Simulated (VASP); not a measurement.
## Ge: single point with LDA

Crystal: Ge.

```xyz
4
Lattice="4.0241 0.0000 0.0000 -2.0120 3.4849 0.0000 0.0000 0.0000 6.6431" Properties=species:S:1:pos:R:3 pbc="T T T"
Ge    0.0000    2.3233    6.2252
Ge    2.0120    1.1616    2.9037
Ge    0.0000    2.3233    3.7394
Ge    2.0120    1.1616    0.4179
```

```
Program                : VASP 6.6.1
Task                   : single point
Functional             : LDA
Potentials or basis    : VASP PAW LDA potentials, release 64 (Ge_d)
Cutoff                 : 520 eV
k mesh                 : 8 × 8 × 4
Occupations            : fermi-dirac, width 0.05 eV
Spin                   : no spin polarisation
Dipole correction      : no
Further INCAR settings : ALGO = Normal; EDIFF = 1e-06; NBANDS = 36
```

* Pressure: -3.0 GPa
* Largest force: 0.009 eV/Å
* Band gap on the k mesh: 0.11 eV, indirect (least direct gap 0.19 eV)

Forces in eV/Å, atoms in the order of the input:
```
Ge   0.000  0.000  0.009
Ge   0.000  0.000  0.009
Ge   0.000  0.000 -0.009
Ge   0.000  0.000 -0.009
```

Stress tensor (GPa, compression positive):
```
-2.86  0.00  0.00
 0.00 -2.86  0.00
 0.00  0.00 -3.17
```

Levels at points of the mesh, in eV from the valence-band top:
```csv
k point,band 25,band 26,band 27,band 28,band 29,band 30,band 31,band 32
"(0.00, 0.00, 0.00)",-1.29,-0.20,-0.08,0.00,0.27,0.27,2.39,2.39
"(0.50, 0.00, 0.00)",-4.33,-2.84,-2.60,-1.26,0.63,1.65,3.64,3.83
"(0.00, 0.00, 0.50)",-0.68,-0.68,-0.68,-0.68,0.68,0.68,3.48,3.48
"(0.50, 0.00, 0.50)",-2.35,-2.35,-2.20,-2.20,0.58,0.58,2.24,2.24
```

It took 87 s on 1 thread of Intel(R) Xeon(R) Platinum 8488C (Sapphire Rapids), with other jobs on the host, peak memory 0.2 GiB.

A k mesh can miss the band edges.
